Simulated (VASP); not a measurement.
Write the native input for VASP 6.6.1 that does the following.

```
Task                   : single point
Functional             : LDA
Potentials or basis    : VASP PAW LDA potentials, release 64 (Si)
Cutoff                 : 520 eV
k mesh                 : 12 × 12 × 12
Occupations            : gaussian, width 0.05 eV
Spin                   : no spin polarisation
Dipole correction      : no
Further INCAR settings : ALGO = Normal; EDIFF = 1e-06; NBANDS = 11
```

The structure of Si lies in POSCAR:

```
Si
1.0
    0.0000000000      2.6990528441      2.5095793344
    2.6990528441      0.0000000000      2.5095793344
    2.6990528441      2.6990528441      0.0000000000
Si
2
Direct
    0.5000000000      0.5000000000      0.5000000000
    0.7500000000      0.7500000000      0.7500000000
```

This cell differs from its parent crystal: volume 18.282 Å^3 an atom, c/a of the conventional cell 0.9298.

The input as run:

INCAR

```
ALGO     = Normal         # electronic algorithm
EDIFF    = 1E-6           # SCF threshold, eV
ENCUT    = 520            # plane-wave cutoff, eV
GGA      = CA             # functional
ISIF     = 2              # what is computed and relaxed
ISMEAR   = 0              # smearing method
LASPH    = True           # aspherical terms in the spheres
LCHARG   = False          # write CHGCAR
LREAL    = False          # projectors in reciprocal space
LWAVE    = False          # write WAVECAR
NBANDS   = 11             # bands
NELM     = 100            # most SCF steps
PREC     = Accurate       # precision mode
SIGMA    = 0.05           # smearing width, eV
```

KPOINTS

```
k-points
0
Gamma
  12 12 12
```

Potentials or basis: VASP PAW LDA potentials, release 64 (Si).

Run with:

```console
$ cat potpaw_LDA.64/Si/POTCAR > POTCAR
$ mpirun -np 1 vasp_std > vasp.out
```

Results of the run:

* Pressure: 8.2 GPa
* Band gap on the k mesh: zero (band 4 reaches 7.07 eV, above the bottom of band 5 at 6.59 eV)

Wall time 27 s on 1 thread of Intel(R) Xeon(R) Platinum 8488C (Sapphire Rapids), on a shared host, peak memory 0.16 GiB.
